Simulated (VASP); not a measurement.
Crystal: ScTaN.

```
CELL_PARAMETERS angstrom
3.08507 0.00000 0.00000
-1.54253 2.67175 0.00000
0.00000 0.00000 10.34014
ATOMIC_POSITIONS crystal
Ta 0.33333 0.66667 0.24563
Ta 0.66667 0.33333 0.75437
Sc 0.00000 0.00000 0.00000
Sc 0.00000 0.00000 0.50000
N 0.33333 0.66667 0.62984
N 0.66667 0.33333 0.37016
```

Base run:

```yaml
Program: VASP 6.6.1
Functional: r2SCAN
Potentials_or_basis: VASP PAW PBE potentials, release 64 (Ta_pv, Sc_sv, N)
Cutoff: 520 eV
k_mesh: 10 × 10 × 3
Occupations: fermi-dirac, width 0.05 eV
Spin: no spin polarisation
Hubbard_terms: Sc d U = 3.0 eV, Ta d U = 3.0 eV
```

Its results: band gap on the k mesh zero (bands 27 and 28 overlap by 1.12 eV); pressure 7.9 GPa; largest force 0.430 eV/Å.

Task: The run is repeated on the same cell with these changes: hubbard terms from Sc d U = 3.0 eV, Ta d U = 3.0 eV to Sc d U = 5.0 eV, Ta d U = 5.0 eV. What comes out?

Result: Band gap on the k mesh zero (bands 27 and 28 overlap by 1.26 eV); pressure 14.8 GPa; largest force 0.640 eV/Å.

Caveats: the cell stands under pressure; the PAW data sets were made with another functional, which shifts forces and pressure a little; spin-orbit coupling is left out, which moves the levels of the heavy elements; U without spin polarisation on a metal has little footing.
